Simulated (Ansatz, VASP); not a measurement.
**CdS2O2: VASP beside Ansatz**

```
Cd S O
1.0
     3.50617    0.00000    0.00000
    -1.75308    3.03643    0.00000
     0.00000    0.00000    8.61418
Cd S O
1 2 2
Cartesian
  0.0000 0.0000 0.0000
  1.7531 1.0121 6.5609
  0.0000 2.0243 2.0533
  0.0000 2.0243 6.1461
  1.7531 1.0121 2.4681
```

Change from the starting cell: species swapped into the EuMg2Sb2 type (P-3m1, No. 164).

Alike in both runs: functional PBE; k mesh 12 × 12 × 6; occupations gaussian, width 0.1 eV; no spin polarisation.

Ansatz relaxed the structure, and its values are those at the end. VASP's run is a single point on that final structure, the one shown.

|  | VASP | Ansatz |
| --- | --- | --- |
| version | VASP 6.6.1 | Ansatz 0.2.0 |
| potentials or method | VASP PAW PBE potentials, release 64 (Cd, S, O), cutoff 520 eV | scalar-relativistic, plane waves, PAW |
| valence electrons in the cell | 36 | 44 |

VASP gave:

| Property | Result |
| --- | --- |
| gap on the k mesh at the Fermi level (eV) | none |
| pressure (GPa) | 0.1 |
| rms of the force components (eV/Å) | 0.009 |

Task: Which values does Ansatz return?

Result: gap on the k mesh at the Fermi level (eV): none; pressure (GPa): 0.0; rms of the force components (eV/Å): 0.000.

A gap of «none» marks a metal or a gap that the smearing closes. VASP's potentials hold 36 valence electrons a cell and Ansatz's 44, so a difference there can come from the potentials and not from the codes.
